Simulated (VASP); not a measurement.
Input of a VASP 6.6.1 run:

File INCAR:

```
SYSTEM = TaN
PREC     = Accurate       ! precision mode
ENCUT    = 600            ! plane-wave cutoff, eV
EDIFF    = 1E-6           ! SCF threshold, eV
ISMEAR   = 1              ! smearing method
SIGMA    = 0.05           ! smearing width, eV
LREAL    = .False.        ! projectors in reciprocal space
LASPH    = .True.         ! aspherical terms in the spheres
NELM     = 120            ! most SCF steps
ALGO     = Normal         ! electronic algorithm
ISIF     = 2              ! what is computed and relaxed
LWAVE    = .False.        ! write WAVECAR
LCHARG   = .True.         ! write CHGCAR
GGA      = PE             ! functional
LELF     = .True.         ! ELF
LVHAR    = .True.       
NBANDS   = 15             ! bands
GGA_COMPAT= .False.
```

KPOINTS

```
Automatic mesh
0
Gamma
  5 5 5
  0 0 0
```

POSCAR

```
TaN
1.0
    0.0000000000      2.1790000000      2.1790000000
    2.1790000000      0.0000000000      2.1790000000
    2.1790000000      2.1790000000      0.0000000000
Ta N
1 1
Direct
    0.5000000000      0.5000000000      0.5000000000
    0.0000000000      0.0000000000      0.0000000000
```

Potentials or basis: VASP PAW PBE potentials, release 64 (Ta_pv, N).

The run is started by

```console
$ cat potpaw_PBE.64/Ta_pv/POTCAR potpaw_PBE.64/N/POTCAR > POTCAR
$ mpirun -np 1 vasp_std > vasp.out
```

(1) Estimate the pressure.

(2) What does it give for the band gap on the k mesh?

Results:

(1) 14.8 GPa.

(2) zero (band 8 reaches 10.84 eV, above the bottom of band 9 at 7.68 eV).

Caveat: the k points lie up to 0.50 Å⁻¹ apart; spin-orbit coupling is left out, which moves the levels of the heavy elements.
